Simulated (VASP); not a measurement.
A run of VASP 6.6.1 is set up as follows.

File INCAR:

```
PREC = Accurate
ENCUT = 500
EDIFF = 1E-6
ISMEAR = 0
SIGMA = 0.1
LREAL = False
LASPH = True
NELM = 120
ALGO = Normal
ISIF = 2
LWAVE = False
LCHARG = False
GGA = CA
NBANDS = 14
GGA_COMPAT = False
```

KPOINTS

```
regular mesh
0
Gamma
  6 6 6
```

POSCAR

```
NaCl
1.0
    3.5021900000      0.0000000000      0.0000000000
    0.0000000000      3.5021900000      0.0000000000
    0.0000000000      0.0000000000      3.5021900000
Na Cl
1 1
Direct
    0.0000000000      0.0000000000      0.0000000000
    0.5000000000      0.5000000000      0.5000000000
```

Potentials or basis: VASP PAW LDA potentials, release 64 (Na_pv, Cl).

The run is started by

```console
$ cat potpaw_LDA.64/Na_pv/POTCAR potpaw_LDA.64/Cl/POTCAR > POTCAR
$ mpirun -np 1 vasp_std > vasp.out
```

Problem. Predict the pressure.

Solution. -3.1 GPa.

Problem. What does it give for the band gap on the k mesh?

Solution. 3.61 eV, indirect (least direct gap 4.12 eV).

A k mesh can miss the band edges. Expect the measured gap to be larger: semilocal functionals such as LDA lack the derivative discontinuity.
